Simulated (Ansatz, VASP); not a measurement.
**Ir: VASP beside Ansatz**

File INCAR:

```
SYSTEM = Ir
PREC = Accurate
ENCUT = 500
EDIFF = 1E-6
ISMEAR = -1
SIGMA = 0.0272
LREAL = .False.
LASPH = .True.
NELM = 120
ALGO = Normal
ISIF = 2
LWAVE = .False.
LCHARG = .False.
GGA = CA
NBANDS = 10
GGA_COMPAT = .False.
```

Contents of KPOINTS:

```
Automatic mesh
0
Gamma
  12 12 12
  0 0 0
```

POSCAR

```
Ir
1.0
    0.0000000000      1.9156000000      1.9156000000
    1.9156000000      0.0000000000      1.9156000000
    1.9156000000      1.9156000000      0.0000000000
Ir
1
Direct
    0.0000000000      0.0000000000      0.0000000000
```

Input for Ansatz:

```yaml
crystal:
  lattice:
    - [0.0, 1.9156, 1.9156]
    - [1.9156, 0.0, 1.9156]
    - [1.9156, 1.9156, 0.0]
  atoms:
    - { symbol: Ir, position: [0.0, 0.0, 0.0] }
kpoints:
  mp_grid: { grid: [12, 12, 12] }
scf:
  occupations: { method: fermi_dirac, width: 0.0272 }
hamiltonian:
  xc: lda
  pseudopotentials: { kind: all_electron, lapw: { basis_error: 0.001 } }
output:
  forces: true
  stress: true
  eigenvalues: true
  eigenstates:
    nscf_kmesh: { grid: [20, 20, 20] }
    de_dk: true
    e_range: [-14, 14]
  optics:
    e_range: [0, 25]
    de: 0.2
    sigma: 0.15
    bands: { spectra_wanted_up_to: 25 }
    nscf_kmesh: { grid: [20, 20, 20] }
    drude_damping: 0.19
checkpoint:
  write: ck
  write_wavefunctions: false
```

Alike in both runs: task single point; functional LDA; k mesh 12 × 12 × 12; occupations fermi-dirac, width 0.0272 eV; no spin polarisation.

|  | VASP | Ansatz |
| --- | --- | --- |
| version | VASP 6.6.1 | Ansatz 0.2.0 |
| potentials or method | VASP PAW LDA potentials, release 64 (Ir), cutoff 500 eV | all-electron LAPW, scalar-relativistic |

|  | VASP | Ansatz | Ansatz less VASP |
| --- | --- | --- | --- |
| pressure (GPa) | -4.2 | -6.6 | -2.38 |

LDA's correlation is that of Perdew and Zunger in VASP and of Perdew and Wang (1992) in Ansatz. Ansatz ran all-electron here, and VASP with PAW potentials. Ansatz's warnings: optics on partly filled bands.

Neither program's run includes spin-orbit coupling.
